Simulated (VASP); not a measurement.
# MgO (Cm) in VASP: notebook

The runs below take MgO through single point, with PBE.

Program: VASP 6.6.1. These are calculated values, not measurements. Logs are shortened: lines on timing, memory, paths and dates and some standing lists are left out, and cuts for length are marked.

### Step 1. The cell of the first run

The structure is monoclinic, space group Cm (No. 8). The conventional cell has a = 10.445 Å, b = 3.521 Å, c = 6.099 Å, α = 90.00°, β = 125.73°, γ = 90.00°. Mg (site symmetry m) has 5 O at 2.03 to 2.13 Å within 2.7 Å. Within 2.7 Å of Mg (site symmetry m) lie 5 O at 2.03 to 2.17 Å. Mg (site symmetry m) has 5 O at 2.01 to 2.15 Å within 2.7 Å. Mg (site symmetry m) has 5 O at 2.02 to 2.15 Å within 2.7 Å. O (site symmetry m) has 5 Mg at 2.01 to 2.13 Å within 2.7 Å. Within 2.7 Å of O (site symmetry m) lie 5 Mg at 2.05 to 2.17 Å. Within 2.7 Å of O (site symmetry m) lie 5 Mg at 2.03 to 2.15 Å. O (site symmetry m) has 5 Mg at 2.03 to 2.15 Å within 2.7 Å.

### Step 2. Single point, PBE (atoms displaced along a vibrational mode)

The input, INCAR:

```
ALGO = Normal
EDIFF = 1E-7
ENCUT = 520
GGA = PE
ISIF = 2
ISMEAR = 0
LASPH = T
LCHARG = F
LREAL = F
LWAVE = F
NBANDS = 26
NELM = 100
PREC = Accurate
SIGMA = 0.05
```

The input, KPOINTS:

```
k-points
0
Gamma
  8 8 8
```

The input, POSCAR:

```
MgO
1.0
    3.5213164963      0.0000000000      0.0000000000
    1.7606582482     -3.0495495405     -4.2393824239
    1.7606582481      3.0495495406     -4.2393824239
Mg O
4 4
Direct
    0.8735364863      0.4597968472      0.7931301803
    0.3792584192      0.9540749139      0.2874082477
    0.1263974526      0.5454830989      0.2017219959
    0.6263974528      0.0350553291      0.7121497653
    0.6228770493      0.7078293820      0.0464165194
    0.1228770493      0.2130831860      0.5411627155
    0.3731867063      0.2934799603      0.9601466270
    0.8725673922      0.7940992746      0.4607659410
```

Potentials or basis: VASP PAW PBE potentials, release 64 (Mg, O).

On the command line:

```sh
cat potpaw_PBE.64/Mg/POTCAR potpaw_PBE.64/O/POTCAR > POTCAR
mpirun -np 1 vasp_std > vasp.out
```

OUTCAR:

```text
EDIFF = 1E-7
   ENCUT = 520
   GGA = PE
   ISIF = 2
   ISMEAR = 0
   LASPH = T
   LREAL = F
   NELM = 100
   PREC = Accurate

 ion  position               nearest neighbor table
   1  0.874  0.460  0.793-   7 2.03   7 2.03   8 2.03   6 2.11   5 2.13   4 2.90   3 2.91   3 2.91
                             4 2.97   4 2.97   3 2.98   2 3.52   2 3.52   2 3.52   2 3.52
   2  0.379  0.954  0.287-   7 2.03   8 2.03   8 2.03   5 2.07   6 2.17   4 2.90   3 2.91   3 2.91
                             4 2.97   4 2.97   3 2.98   1 3.52   1 3.52   1 3.52   1 3.52
   3  0.126  0.545  0.202-   5 2.01   5 2.01   6 2.05   7 2.09   8 2.15   2 2.91   2 2.91   1 2.91
                             1 2.91   1 2.98   2 2.98   4 3.47   4 3.47   4 3.58   4 3.58
   4  0.626  0.035  0.712-   5 2.02   6 2.06   6 2.06   8 2.09   7 2.15   1 2.90   2 2.90   2 2.97
                             2 2.97   1 2.97   1 2.97   3 3.47   3 3.47   3 3.58   3 3.58
   5  0.623  0.708  0.046-   3 2.01   3 2.01   4 2.02   2 2.07   1 2.13
   6  0.123  0.213  0.541-   3 2.05   4 2.06   4 2.06   1 2.11   2 2.17
   7  0.373  0.293  0.960-   1 2.03   1 2.03   2 2.03   3 2.09   4 2.15
   8  0.873  0.794  0.461-   1 2.03   2 2.03   2 2.03   4 2.09   3 2.15

  LATTYP: Found a body centered orthorhombic cell.
 ALAT       =     3.5213164963
 B/A-ratio  =     1.7320508076
 C/A-ratio  =     2.4078394705

  Lattice vectors:

 A1 = (  -1.7606582482,   3.0495495405,   4.2393824239)
 A2 = (   1.7606582482,  -3.0495495406,   4.2393824239)
 A3 = (   1.7606582481,   3.0495495406,  -4.2393824239)

Analysis of symmetry for initial positions (statically):
=====================================================================
 Subroutine PRICEL returns:
 Original cell was already a primitive cell.

 Routine SETGRP: Setting up the symmetry group for a
 body centered orthorhombic supercell.

 Subroutine GETGRP returns: Found  2 space group operations
 (whereof  2 operations were pure point group operations)
 out of a pool of  8 trial point group operations.

The static configuration has the point symmetry C_1h.

Analysis of symmetry for dynamics (positions and initial velocities):
=====================================================================
 Subroutine PRICEL returns:
 Original cell was already a primitive cell.

 Routine SETGRP: Setting up the symmetry group for a
 body centered orthorhombic supercell.

 Subroutine GETGRP returns: Found  2 space group operations
 (whereof  2 operations were pure point group operations)
 out of a pool of  8 trial point group operations.

The dynamic configuration has the point symmetry C_1h.

 Subroutine INISYM returns: Found  2 space group operations
 (whereof  2 operations are pure point group operations),
 and found     1 'primitive' translations

----------------------------------------------------------------------------------------

                                     Primitive cell

  volume of cell :      91.0486

  direct lattice vectors                    reciprocal lattice vectors
     3.521316496  0.000000000  0.000000000     0.283984697  0.000000000  0.117941707
     1.760658248 -3.049549541 -4.239382424     0.000000000 -0.163958642 -0.117941707
     1.760658248  3.049549541 -4.239382424     0.000000000  0.163958642 -0.117941707

  length of vectors
     3.521316496  5.511082761  5.511082761     0.307502121  0.201971984  0.201971984

  position of ions in fractional coordinates (direct lattice)
     0.873536486  0.459796847  0.793130180
     0.379258419  0.954074914  0.287408248
     0.126397453  0.545483099  0.201721996
     0.626397453  0.035055329  0.712149765
     0.622877049  0.707829382  0.046416519
     0.122877049  0.213083186  0.541162716
     0.373186706  0.293479960  0.960146627
     0.872567392  0.794099275  0.460765941

  ion indices of the primitive-cell ions
   primitive index   ion index
                 1           1
                 2           2
                 3           3
                 4           4
                 5           5
                 6           6
                 7           7
                 8           8

----------------------------------------------------------------------------------------

 KPOINTS: k-points

Automatic generation of k-mesh.
 Grid dimensions read from file:
 generate k-points for:    8    8    8

 Generating k-lattice:

  Cartesian coordinates                     Fractional coordinates (reciprocal lattice)
     0.035498087  0.000000000  0.014742713     0.125000000 -0.000000000  0.000000000
     0.000000000 -0.020494830 -0.014742713     0.000000000  0.125000000  0.000000000
     0.000000000  0.020494830 -0.014742713     0.000000000  0.000000000  0.125000000

  Length of vectors
     0.038437765  0.025246498  0.025246498

  Shift w.r.t. Gamma in fractional coordinates (k-lattice)
     0.000000000  0.000000000  0.000000000

 Subroutine IBZKPT returns following result:
 ===========================================

 Found    150 irreducible k-points:

 Following reciprocal coordinates:
            Coordinates               Weight
  0.000000  0.000000  0.000000      1.000000
  0.125000  0.000000  0.000000      4.000000
  0.250000  0.000000  0.000000      4.000000
  0.375000 -0.000000 -0.000000      4.000000
  0.500000  0.000000  0.000000      2.000000
  0.000000  0.125000  0.000000      2.000000
[... 16 lines left out ...]
  0.125000  0.250000 -0.000000      4.000000
 -0.125000 -0.000000 -0.250000      4.000000
 [... further k-points ...]
   k-points           NKPTS =    150   k-points in BZ     NKDIM =    150   number of bands    NBANDS=     26
   number of dos      NEDOS =    301   number of ions     NIONS =      8
   total plane-waves  NPLWV =  49392
   dimension x,y,z NGX =    28 NGY =   42 NGZ =   42
   dimension x,y,z NGXF=    56 NGYF=   84 NGZF=   84
   ions per type =               4   4
   NGX,Y,Z   is equivalent  to a cutoff of  13.22, 12.67, 12.67 a.u.
   NGXF,Y,Z  is equivalent  to a cutoff of  26.44, 25.34, 25.34 a.u.
 SYSTEM =  unknown system
   PREC   = accura    normal or accurate (medium, high low for compatibility)
   ISTART =      0    job   : 0-new  1-cont  2-samecut
   ICHARG =      2    charge: 1-file 2-atom 10-const
   ISPIN  =      1    spin polarized calculation?
   LNONCOLLINEAR =      F non collinear calculations
   LSORBIT =      F    spin-orbit coupling
   LASPH  =      T    aspherical Exc in radial PAW
   ENCUT  =  520.0 eV  38.22 Ry    6.18 a.u.   6.55 10.25 10.25*2*pi/ulx,y,z
   NELM   =    100;   NELMIN=  2; NELMDL= -5     # of ELM steps
   EDIFF  = 0.1E-06   stopping-criterion for ELM
   LREAL  =      F    real-space projection
   EDIFFG = 0.1E-05   stopping-criterion for IOM
   NSW    =      0    number of steps for IOM
   IBRION =     -1    ionic relax: 0-MD 1-quasi-New 2-CG
   NFREE  =      0    steps in history (QN), initial steepest desc. (CG)
   ISIF   =      2    stress and relaxation
   ISYM   =      2    0-nonsym 1-usesym 2-fastsym
   POTIM  = 0.5000    time-step for ionic-motion
   TEBEG  =    0.0;   TEEND  =   0.0 temperature during run
   PSTRESS=    0.0 pullay stress
   NELECT =      32.0000    total number of electrons
   NUPDOWN=      -1.0000    fix difference up-down
   EMIN   =  10.00;   EMAX   =-10.00  energy-range for DOS
   EFERMI =   0.00;   METHOD = LEGACY
   ISMEAR =     0;   SIGMA  =   0.05  broadening in eV -4-tet -1-fermi 0-gaus
   EFERMI_NEDOS =   21; number of points for ismear=-14 and -15
   IALGO  =     38    algorithm
   IMIX   =      4    mixing-type and parameters
     AMIX     =   0.40;   BMIX     =  1.00
     AMIX_MAG =   1.60;   BMIX_MAG =  1.00
  volume/ion in A,a.u.               =      11.38        76.80
  Fermi-wavevector in a.u.,A,eV,Ry     =   1.155315  2.183229 18.160411  1.334753
  Thomas-Fermi vector in A             =   2.291944
   LORBIT       =      0    0 simple, 1 ext, 2 COOP (PROOUT), +10 PAW based schemes
   GGA     = PE    functional components
   LHFCALC =     F    Hartree Fock is set to
   AEXX    =    0.0000 exact exchange contribution
   IVDW    =     0    specifies the selected vdW correction
   LEPSILON=     F    determine dielectric tensor
   LRPA    =     F    only Hartree local field effects (RPA)
 non-spin polarized calculation
 Gauss-broadening in eV      SIGMA  =   0.05
  energy-cutoff  :      520.00
  volume of cell :       91.05
 maximum number of plane-waves:      2484
 NGX is ok and might be reduce to    28
   NGX = 13   NGY = 21   NGZ = 21

 number of electron      31.9999994 magnetization

 Free energy of the ion-electron system (eV)
  ---------------------------------------------------
  ext. energy  EPLUGINS =         0.00000000
  ---------------------------------------------------
  free energy    TOTEN  =       -47.30475296 eV

  energy without entropy =      -47.30475296  energy(sigma->0) =      -47.30475296

 E-fermi :   2.0996     XC(G=0):  -9.9236

 val. band max:        1.8328780490   @ k =   0.0000   0.0000   0.0000
 cond. band min:       5.0364845281   @ k =   0.0000   0.0000   0.0000
 fundamental gap:      3.2036064791
 Fermi energy:         2.0996108206

 k-point     1 :       0.0000    0.0000    0.0000
  band No.  band energies     occupation
      1     -15.0457      2.00000
      2     -14.1357      2.00000
      3     -14.0863      2.00000
      4     -13.6108      2.00000
      5      -2.0439      2.00000
      6      -1.9803      2.00000
[... 18 lines left out ...]
     25      14.1324      0.00000
     26      15.6314      0.00000

 k-point     2 :       0.1250    0.0000    0.0000
  band No.  band energies     occupation
      1     -14.9823      2.00000
      2     -14.1456      2.00000
      3     -14.0650      2.00000
      4     -13.6261      2.00000
      5      -2.0056      2.00000
      6      -1.8321      2.00000
[... 18 lines left out ...]
     25      14.3136      0.00000
     26      14.6287      0.00000

 k-point     3 :       0.2500    0.0000    0.0000
  band No.  band energies     occupation
      1     -14.8116      2.00000
      2     -14.1365      2.00000
      3     -14.0560      2.00000
      4     -13.6693      2.00000
      5      -1.7749      2.00000
      6      -1.6229      2.00000
[... 18 lines left out ...]
     25      14.4059      0.00000
     26      14.6826      0.00000

 k-point     4 :       0.3750   -0.0000   -0.0000
  band No.  band energies     occupation
      1     -14.5939      2.00000
      2     -14.1340      2.00000
      3     -14.0676      2.00000
      4     -13.7301      2.00000
      5      -1.6139      2.00000
      6      -1.5177      2.00000
[... 18 lines left out ...]
     25      14.4649      0.00000
     26      14.6166      0.00000

 k-point     5 :       0.5000    0.0000    0.0000
  band No.  band energies     occupation
      1     -14.4629      2.00000
      2     -14.1868      2.00000
      3     -14.0469      2.00000
      4     -13.7668      2.00000
      5      -1.6808      2.00000
      6      -1.5595      2.00000
[... 18 lines left out ...]
     25      14.2617      0.00000
     26      14.4383      0.00000

 k-point     6 :       0.0000    0.1250    0.0000
  band No.  band energies     occupation
      1     -15.0174      2.00000
      2     -14.1720      2.00000
      3     -14.0742      2.00000
      4     -13.6247      2.00000
      5      -2.0509      2.00000
      6      -1.8552      2.00000
[... 427 lines left out ...]
 k-point    21 :       0.0000    0.2500    0.0000
  band No.  band energies     occupation
      1     -14.9373      2.00000
      2     -14.2668      2.00000
      3     -14.0467      2.00000
      4     -13.6607      2.00000
      5      -1.9658      2.00000
      6      -1.6380      2.00000
[... 18 lines left out ...]
     25      14.2967      0.00000
     26      15.2362      0.00000

 k-point    22 :       0.0000   -0.0000   -0.2500
  band No.  band energies     occupation
      1     -14.9373      2.00000
      2     -14.2665      2.00000
      3     -14.0471      2.00000
      4     -13.6606      2.00000
      5      -1.9654      2.00000
      6      -1.6392      2.00000
[... 18 lines left out ...]
     25      14.2957      0.00000
     26      15.2386      0.00000

 k-point    23 :       0.1250    0.2500   -0.0000
  band No.  band energies     occupation
      1     -14.9199      2.00000
      2     -14.1923      2.00000
      3     -14.0824      2.00000
      4     -13.6421      2.00000
      5      -1.8854      2.00000
      6      -1.7206      2.00000
[... 18 lines left out ...]
     25      14.5240      0.00000
     26      14.7056      0.00000

 k-point    24 :      -0.1250   -0.0000   -0.2500
  band No.  band energies     occupation
      1     -14.9199      2.00000
      2     -14.1920      2.00000
      3     -14.0827      2.00000
      4     -13.6421      2.00000
      5      -1.8849      2.00000
      6      -1.7213      2.00000
[... 18 lines left out ...]
     25      14.5211      0.00000
     26      14.7095      0.00000

 [... further k-points ...]

------------------------ aborting loop because EDIFF is reached ----------------------------------------

  FORCE on cell =-STRESS in cart. coord.  units (eV):
  Direction    XX          YY          ZZ          XY          YZ          ZX
  --------------------------------------------------------------------------------------
  -------------------------------------------------------------------------------------
  Total       -0.2269782     -0.3223897     -0.1912519      0.0000000      0.0008529     -0.0000000
  in kB       -3.9941232     -5.6730733     -3.3654496      0.0000000      0.0150087     -0.0000000
  external PRESSURE =      -4.3442154 kB  Pullay stress =       0.0000000 kB

 VOLUME and BASIS-vectors are now :
 -----------------------------------------------------------------------------
  energy-cutoff  :      520.00
  volume of cell :       91.05
      direct lattice vectors                 reciprocal lattice vectors
     3.521316496  0.000000000  0.000000000     0.283984697  0.000000000  0.117941707
     1.760658248 -3.049549541 -4.239382424     0.000000000 -0.163958642 -0.117941707
     1.760658248  3.049549541 -4.239382424     0.000000000  0.163958642 -0.117941707

 POSITION                                       TOTAL-FORCE (eV/Angst)
 -----------------------------------------------------------------------------------
      5.28197      1.01652     -5.31164        -0.000000      0.004306      0.390942
      3.52132     -2.03303     -5.26312        -0.000000      0.007569     -0.651496
      1.76066     -1.04832     -3.16769        -0.000000      0.674448     -0.122398
      3.52132      2.06483     -3.16769         0.000000     -0.684978     -0.133436
      3.52132     -2.01701     -3.19754         0.000000     -0.226069      0.156416
      1.76066      1.00049     -3.19754        -0.000000      0.225998      0.103784
      3.52132      2.03303     -5.31460        -0.000000      0.000136      0.089424
      5.28197     -1.01652     -5.31985         0.000000     -0.001411      0.166765
 -----------------------------------------------------------------------------------
    total drift:                                0.000071      0.000042     -0.000085

  FREE ENERGIE OF THE ION-ELECTRON SYSTEM (eV)
  ---------------------------------------------------
  free  energy   TOTEN  =       -47.3047529612 eV

  energy  without entropy=      -47.3047529612  energy(sigma->0) =      -47.30475296
```

It took 9 min on 1 thread of Intel Xeon 8259CL, shared host; peak memory 0.41 GiB.

Results:

```yaml
Free_energy: -47.3048 eV
Pressure: -0.4 GPa
Largest_force: 0.698 eV/Å
Band_gap_on_the_k_mesh: 3.20 eV
```

Forces in eV/Å, atoms in the order of the input:
```
Mg   0.000  0.004  0.391
Mg   0.000  0.008 -0.651
Mg   0.000  0.674 -0.122
Mg   0.000 -0.685 -0.133
O    0.000 -0.226  0.156
O    0.000  0.226  0.104
O    0.000  0.000  0.089
O    0.000 -0.001  0.167
```

Stress tensor (GPa, compression positive):
```
-0.40  0.00  0.00
 0.00 -0.57  0.00
 0.00  0.00 -0.34
```

Levels at points of the mesh, in eV from the valence-band top:
```tsv
k point	band 14	band 15	band 16	band 17	band 18	band 19
(0.00, 0.00, 0.00)	-0.75	-0.67	0.00	3.20	7.15	7.15
(0.50, 0.00, 0.00)	-1.15	-0.68	-0.46	6.82	7.11	8.55
(0.00, 0.50, 0.00)	-0.71	-0.61	-0.31	5.44	5.67	8.52
(0.00, 0.00, 0.50)	-0.71	-0.61	-0.31	5.44	5.67	8.52
(0.50, 0.50, 0.00)	-0.87	-0.76	-0.50	6.74	7.14	7.26
(0.00, 0.50, 0.50)	-1.24	-1.24	-0.50	6.17	6.22	6.91
```

Caveat: the cell differs from its parent crystal (atoms displaced along a vibrational mode). A k mesh can miss the band edges.

(Part 1 of 2 ends here.)
